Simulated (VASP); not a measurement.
S:

```
S
1.0
    -3.42929    3.42929    3.42929
     3.42929   -3.42929    3.42929
     3.42929    3.42929   -3.42929
S
6
Direct
  0.62500 0.25000 0.87500
  0.87500 0.62500 0.25000
  0.75000 0.62500 0.87500
  0.25000 0.87500 0.62500
  0.87500 0.75000 0.62500
  0.62500 0.87500 0.75000
```

The cell was built from a structure type or drawn by symmetry, and may not be a known phase.

* Program: VASP 6.6.1
* Task: relaxation of cell and atoms
* Functional: PBE
* Potentials or basis: VASP PAW PBE potentials, release 64 (S)
* Cutoff: 600 eV
* k mesh: 4 × 4 × 4
* Occupations: gaussian, width 0.1 eV
* Spin: no spin polarisation

At the start: pressure 26.9 GPa; volume 26.89 Å³/atom.

Task: How do energy, volume and symmetry change on relaxing?

Result: Over 4 steps the energy falls by 883.9 meV/atom and the volume is 41.44 Å³/atom (+54.1 %); space group I4_132 (No. 214, to 0.1 Å) before and after.

The path:
```csv
step,energy change (eV),largest force (eV/Å),pressure (GPa),volume (Å³)
1,0.0000,0.0000,26.94,161.31
2,-4.7781,0.0000,-3.38,291.55
3,-5.3016,0.0000,0.25,246.07
4,-5.3032,0.0000,-0.05,248.65
```

Final structure:
```
S
1.0
    -3.96133    3.96133    3.96133
     3.96133   -3.96133    3.96133
     3.96133    3.96133   -3.96133
S
6
Direct
  0.62500 0.25000 0.87500
  0.87500 0.62500 0.25000
  0.75000 0.62500 0.87500
  0.25000 0.87500 0.62500
  0.87500 0.75000 0.62500
  0.62500 0.87500 0.75000
```

Caveat: the volume moved by over 15 % at a fixed basis, so the end points are rough.
